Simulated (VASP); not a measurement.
A run of VASP 6.6.1:

File INCAR:

```
SYSTEM = CsH
  PREC = Accurate
  ENCUT = 520
  EDIFF = 1E-7
  ISMEAR = 0
  SIGMA = 0.05
  LREAL = .False.
  LASPH = .True.
  NELM = 100
  ALGO = Normal
  ISIF = 2
  LWAVE = .False.
  LCHARG = .True.
  LELF = .True.
  LVHAR = .True.
  NBANDS = 12
```

KPOINTS

```
Automatic mesh
0
Gamma
  8 8 8
  0 0 0
```

Contents of POSCAR:

```
CsH
1.0
    0.0000000000      3.3155200000      2.9329600000
    3.3155200000      0.0000000000      2.9329600000
    3.3155200000      3.3155200000      0.0000000000
Cs H
1 1
Direct
    0.0000000000      0.0000000000      0.0000000000
    0.5000000000      0.5000000000      0.5000000000
```

Potentials or basis: VASP PAW LDA potentials, release 64 (Cs_sv, H).

The run is started by

```bash
$ cat potpaw_LDA.64/Cs_sv/POTCAR potpaw_LDA.64/H/POTCAR > POTCAR
$ mpirun -np 1 vasp_std > vasp.out
```

Hardware: 1 thread of Intel Xeon 6975P-C, on a shared host.

Problem. How long does it take, and how much memory?

Solution. It took 45 s on 1 thread of Intel Xeon 6975P-C, on a shared host, peak memory 0.2 GiB. Counts: scf iterations 14, k points 59.
